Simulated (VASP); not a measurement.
# HfZrSe4 (F-43m) in VASP: further runs, part 3 of 3

VASP 6.6.1. The steps go on from the part before.

## (6) Relaxation of cell and atoms, PBE

Contents of INCAR:

```
PREC = Accurate
ENCUT = 600
EDIFF = 1E-7
ISMEAR = 0
SIGMA = 0.1
LREAL = F
LASPH = T
NELM = 80
ALGO = Normal
ISIF = 3
LWAVE = F
LCHARG = F
GGA = PE
IBRION = 2
NSW = 100
EDIFFG = -0.01
```

Contents of KPOINTS:

```
regular mesh
0
Gamma
  8 8 8
```

Contents of POSCAR:

```
HfZrSe4
1.0
    0.0000000000      3.9798381263      3.9798381263
    3.9798381263      0.0000000000      3.9798381263
    3.9798381263      3.9798381263      0.0000000000
Zr Hf Se
1 1 4
Direct
    0.0000000000      0.0000000000      0.0000000000
    0.7500000000      0.7500000000      0.7500000000
    0.3751042896      0.3751042896      0.8746871313
    0.8746871313      0.3751042896      0.3751042896
    0.3751042896      0.3751042896      0.3751042896
    0.3751042896      0.8746871313      0.3751042896
```

Potentials or basis: VASP PAW PBE potentials, release 64 (Zr_sv, Hf_pv, Se).

On the command line:

```bash
$ cat potpaw_PBE.64/Zr_sv/POTCAR potpaw_PBE.64/Hf_pv/POTCAR potpaw_PBE.64/Se/POTCAR > POTCAR
$ mpirun -np 1 vasp_std > vasp.out
```

OUTCAR:

```text
PREC = Accurate
   ENCUT = 600
   EDIFF = 1E-7
   ISMEAR = 0
   LREAL = F
   LASPH = T
   NELM = 80
   ISIF = 3
   GGA = PE
   IBRION = 2
   NSW = 100
   EDIFFG = -0.01

 ion  position               nearest neighbor table
   1  0.000  0.000  0.000-   4 3.30   6 3.30   3 3.30   4 3.30   3 3.30   6 3.30   5 3.30   5 3.30
                             5 3.30   3 3.30   4 3.30   6 3.30   2 3.45   2 3.45   2 3.45   2 3.45
   2  0.750  0.750  0.750-   3 3.30   4 3.30   6 3.30   5 3.30   5 3.30   5 3.30   4 3.30   6 3.30
                             6 3.30   3 3.30   4 3.30   3 3.30   1 3.45   1 3.45   1 3.45   1 3.45
   3  0.375  0.375  0.875-   2 3.30   2 3.30   2 3.30   1 3.30   1 3.30   1 3.30
   4  0.875  0.375  0.375-   2 3.30   2 3.30   2 3.30   1 3.30   1 3.30   1 3.30
   5  0.375  0.375  0.375-   2 3.30   2 3.30   2 3.30   1 3.30   1 3.30   1 3.30
   6  0.375  0.875  0.375-   2 3.30   2 3.30   2 3.30   1 3.30   1 3.30   1 3.30

  LATTYP: Found a face centered cubic cell.
[... 280 lines left out ...]
  energy without entropy =      -29.84017704  energy(sigma->0) =      -29.85447925

 E-fermi :   7.1617     XC(G=0): -10.8558

 val. band max:        7.1578182889   @ k =  -0.3750   0.1250   0.0000
 cond. band min:       7.1708137862   @ k =   0.3750   0.2500   0.0000
 fundamental gap:      0.0129954972
 Fermi energy:         7.1616925406

 k-point     1 :       0.0000    0.0000    0.0000
  band No.  band energies     occupation
      1     -42.6274      2.00000
      2     -24.7430      2.00000
      3     -24.7430      2.00000
      4     -24.7430      2.00000
      5     -20.6176      2.00000
      6     -20.6176      2.00000
[... 709 lines left out ...]
     26       7.7203      0.00000
     27       8.0640      0.00000

 [... further k-points ...]

------------------------ aborting loop because EDIFF is reached ----------------------------------------

  FORCE on cell =-STRESS in cart. coord.  units (eV):
  Direction    XX          YY          ZZ          XY          YZ          ZX
  --------------------------------------------------------------------------------------
  -------------------------------------------------------------------------------------
  Total        0.0039895      0.0039895      0.0039895     -0.0000000      0.0000000      0.0000000
  in kB        0.0510618      0.0510618      0.0510618     -0.0000000      0.0000000      0.0000000
  external PRESSURE =       0.0510618 kB  Pullay stress =       0.0000000 kB
[... 21 lines left out ...]
  FREE ENERGIE OF THE ION-ELECTRON SYSTEM (eV)
  ---------------------------------------------------
  free  energy   TOTEN  =       -29.8687814523 eV

  energy  without entropy=      -29.8401770415  energy(sigma->0) =      -29.85447925

 reached required accuracy - stopping structural energy minimisation
```

CONTCAR:

```text
HfZrSe4
   1.00000000000000
     0.0000000000000000    3.9703853289462367    3.9703853289462367
     3.9703853289462367   -0.0000000000000000    3.9703853289462367
     3.9703853289462367    3.9703853289462367   -0.0000000000000000
  Zr              Hf              Se
     1     1     4
Direct
     0.0000000000000000    0.0000000000000000    0.0000000000000000
     0.7500000000000000    0.7500000000000000    0.7500000000000000
     0.3750675643333546    0.3750675643333546    0.8747973070999453
     0.8747973070999453    0.3750675643333546    0.3750675643333546
     0.3750675643333546    0.3750675643333546    0.3750675643333546
     0.3750675643333546    0.8747973070999453    0.3750675643333546

  0.00000000E+00  0.00000000E+00  0.00000000E+00
  0.00000000E+00  0.00000000E+00  0.00000000E+00
  0.00000000E+00  0.00000000E+00  0.00000000E+00
  0.00000000E+00  0.00000000E+00  0.00000000E+00
  0.00000000E+00  0.00000000E+00  0.00000000E+00
  0.00000000E+00  0.00000000E+00  0.00000000E+00
```

Run time: 4 min. Hardware: 1 thread of Intel Xeon Platinum 8488C (Sapphire Rapids), shared host; peak memory 0.42 GiB.

What came out:

```yaml
Free_energy: -29.8688 eV
Relaxed_volume: 20.86 Å³/atom
Relaxed_cell: a = 5.615 Å, b = 5.615 Å, c = 5.615 Å, α = 60.00°, β = 60.00°, γ = 60.00°
Space_group_after_relaxing_to_0.05_Å: F-43m (No. 216)
Energy_gained_by_relaxing: 0.3 meV/atom
Ionic_steps: 3
Pressure_after_relaxing: 0.0 GPa
Largest_force_after_relaxing: 0.005 eV/Å
Band_gap_on_the_k_mesh: zero (band 23 reaches 7.89 eV, above the bottom of band 24 at 6.89 eV)
```

Forces on the atoms (eV/Å):
```
Zr   0.000  0.000  0.000
Hf   0.000  0.000  0.000
Se   0.003  0.003 -0.003
Se  -0.003  0.003  0.003
Se  -0.003 -0.003 -0.003
Se   0.003 -0.003  0.003
```

Step by step:
```csv
step,energy change (eV),largest force (eV/Å),pressure (GPa),volume (Å³)
1,0.0000,0.0155,-0.55,126.07
2,-0.0012,0.0002,0.28,124.75
3,-0.0016,0.0053,0.01,125.18
```

Final structure:
```
Zr Hf Se
1.0
     0.00000    3.97039    3.97039
     3.97039    0.00000    3.97039
     3.97039    3.97039    0.00000
Zr Hf Se
1 1 4
Direct
  0.00000 0.00000 0.00000
  0.75000 0.75000 0.75000
  0.37507 0.37507 0.87480
  0.87480 0.37507 0.37507
  0.37507 0.37507 0.37507
  0.37507 0.87480 0.37507
```

Caveat: spin-orbit coupling is left out, which moves the levels of the heavy elements.

## (7) Summary

```tsv
task	cell	k mesh	cutoff (eV)	gap on the mesh (eV)	pressure (GPa)	relaxed volume (Å³/atom)	largest force (eV/Å)
single point	a = 5.628 Å, angles 60.0°, 6 atoms	4 × 4 × 4	520	none	-0.1	-	0.01
single point	a = 5.846 Å, angles 60.0°, 6 atoms	4 × 4 × 4	520	none	-7.1	-	0.14
single point	a = 5.617 Å, angles 60.0°, 6 atoms	8 × 8 × 8	520	none	-0.1	-	-
relaxation of cell and atoms	relaxed from a = 5.846 Å, angles 60.0°, 6 atoms	4 × 4 × 4	600	none	0.0	20.97	0.04
relaxation of cell and atoms	relaxed from a = 5.628 Å, angles 60.0°, 6 atoms	8 × 8 × 8	600	none	0.0	20.86	0.01
```

Alike in all rows: level PBE; potentials or basis VASP PAW PBE potentials, release 64 (Zr_sv, Hf_pv, Se); no spin polarisation; smearing gaussian 0.1 eV.

Caveats: spin-orbit coupling is left out, which moves the levels of the heavy elements.

Absolute energies hang on the potentials; compare differences alone.
